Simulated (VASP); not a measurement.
Input of a VASP 6.6.1 run:

File INCAR:

```
SYSTEM = RbCl
ALGO = Normal ; EDIFF = 1E-6
ENCUT = 500 ; GGA = PS
GGA_COMPAT = .FALSE. ; ISIF = 2
ISMEAR = -1 ; LASPH = .TRUE.
LCHARG = .FALSE. ; LREAL = .FALSE.
LWAVE = .FALSE. ; NBANDS = 15
NELM = 120 ; PREC = Accurate
SIGMA = 0.08
```

The input KPOINTS:

```
k-points
0
G
  12 12 12
  0 0 0
```

Contents of POSCAR:

```
RbCl
1.0
    0.0000000000      3.2740000000      3.2740000000
    3.2740000000      0.0000000000      3.2740000000
    3.2740000000      3.2740000000      0.0000000000
Rb Cl
1 1
Direct
    0.0000000000      0.0000000000      0.0000000000
    0.5000000000      0.5000000000      0.5000000000
```

Potentials or basis: VASP PAW PBE potentials, release 64 (Rb_sv, Cl).

Launch:

```bash
$ cat potpaw_PBE.64/Rb_sv/POTCAR potpaw_PBE.64/Cl/POTCAR > POTCAR
$ mpirun -np 1 vasp_std > vasp.out
```

(1) Estimate the pressure.

(2) What does it give for the band gap on the k mesh?

Answers

(1) 0.0 GPa.

(2) 4.89 eV.

Caveat: the PAW data sets were made with another functional, which shifts forces and pressure a little.
